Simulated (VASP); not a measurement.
Pt: elastic constants with PBEsol

Crystal: Pt.

```
Pt
1.0
     0.00000    1.96090    1.96090
     1.96090    0.00000    1.96090
     1.96090    1.96090    0.00000
Pt
1
Direct
  0.00000 0.00000 0.00000
```

| Property | Result |
| --- | --- |
| Program | VASP 6.6.1 |
| Task | elastic constants |
| Functional | PBEsol |
| Potentials or basis | VASP PAW PBE potentials, release 64 (Pt) |
| Cutoff | 600 eV |
| k mesh | 9 × 9 × 9 |
| Occupations | fermi-dirac, width 0.05 eV |
| Spin | no spin polarisation |
| Dipole correction | no |
| Ions in elastic constants | relaxed |
| Further INCAR settings | ALGO = Normal; EDIFF = 1e-08; NBANDS = 11; IBRION = 6; POTIM = 0.015; NSW = 1; ISIF = 3 |

- Elastic constants C11, C12, C44: 376, 240, 77 GPa
- Voigt bulk modulus: 285 GPa

Elastic tensor in Voigt notation (GPa, in the Cartesian axes of the cell as first typed):
```
376 240 240   0   0   0
240 376 240   0   0   0
240 240 376   0   0   0
  0   0   0  77   0   0
  0   0   0   0  77   0
  0   0   0   0   0  77
```

Clamped-ion elastic tensor (GPa):
```
376 240 240   0   0   0
240 376 240   0   0   0
240 240 376   0   0   0
  0   0   0  77   0   0
  0   0   0   0  77   0
  0   0   0   0   0  77
```

Run time: 2.8 min on 1 thread of Intel Xeon 6975P-C, with other jobs on the host, peak memory 0.2 GiB.

Caveat: the cell is under stress, which shifts elastic constants; the PAW data sets were made with another functional, which shifts forces and pressure a little.
